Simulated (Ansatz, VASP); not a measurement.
## One calculation of PbO2, two programs

INCAR

```
SYSTEM = PbO2
ALGO = Normal
EDIFF = 1E-8
ENCUT = 520
GGA = PE
ISIF = 2
ISMEAR = -1
LASPH = .TRUE.
LCHARG = .FALSE.
LEFG = .TRUE.
LREAL = .FALSE.
LWAVE = .FALSE.
NBANDS = 64
NELM = 100
PREC = Accurate
SIGMA = 0.02
```

Contents of KPOINTS:

```
k-points
0
G
  4 6 4
  0 0 0
```

File POSCAR:

```
PbO2
1.0
    5.3430000000      0.0000000000      0.0000000000
    0.0000000000      3.2950000000      0.0000000000
    0.0000000000      0.0000000000      6.2900000000
Pb O
4 8
Direct
    0.2570000000      0.2500000000      0.8920000000
    0.7430000000      0.7500000000      0.1080000000
    0.7570000000      0.2500000000      0.6080000000
    0.2430000000      0.7500000000      0.3920000000
    0.3440000000      0.2500000000      0.5840000000
    0.6560000000      0.7500000000      0.4160000000
    0.8440000000      0.2500000000      0.9160000000
    0.1560000000      0.7500000000      0.0840000000
    0.0200000000      0.7500000000      0.6790000000
    0.9800000000      0.2500000000      0.3210000000
    0.5200000000      0.7500000000      0.8210000000
    0.4800000000      0.2500000000      0.1790000000
```

Input for Ansatz:

```yaml
crystal:
  lattice:
    - [5.343, 0.0, 0.0]
    - [0.0, 3.295, 0.0]
    - [0.0, 0.0, 6.29]
  atoms:
    - { symbol: Pb, position: [0.257, 0.25, 0.892] }
    - { symbol: Pb, position: [0.743, 0.75, 0.108] }
    - { symbol: Pb, position: [0.757, 0.25, 0.608] }
    - { symbol: Pb, position: [0.243, 0.75, 0.392] }
    - { symbol: O, position: [0.344, 0.25, 0.584] }
    - { symbol: O, position: [0.656, 0.75, 0.416] }
    - { symbol: O, position: [0.844, 0.25, 0.916] }
    - { symbol: O, position: [0.156, 0.75, 0.084] }
    - { symbol: O, position: [0.02, 0.75, 0.679] }
    - { symbol: O, position: [0.98, 0.25, 0.321] }
    - { symbol: O, position: [0.52, 0.75, 0.821] }
    - { symbol: O, position: [0.48, 0.25, 0.179] }
kpoints:
  mp_grid: { grid: [4, 6, 4] }
scf:
  occupations: { method: fermi_dirac, width: 0.02 }
hamiltonian:
  xc: pbe
  pseudopotentials: { kind: paw, frozen_core: stored }
output:
  forces: true
  stress: true
  populations: true
  efg: { quadrupole_moments_barn: { O: -0.02558 } }
```

Alike in both runs: task electric field gradients; functional PBE; k mesh 4 × 6 × 4; occupations fermi-dirac, width 0.02 eV; no spin polarisation.

```csv
,VASP,Ansatz
version,VASP 6.6.1,Ansatz 0.2.0
potentials or method,"VASP PAW PBE potentials, release 64 (Pb_d, O)","plane-wave PAW, scalar-relativistic"
plane-wave cutoff (eV),520,420
valence electrons in the cell,104,104
```

```tsv
	VASP	Ansatz	Ansatz less VASP
rms of the force components (eV/Å)	0.868	0.871	+0.0027
size of Vzz on the site where it differs most (V/Å²)	241.3	214.1	-27.13
```

Atom by atom the forces differ by 0.016 eV/Å (rms over components).

Neither program's run includes spin-orbit coupling.
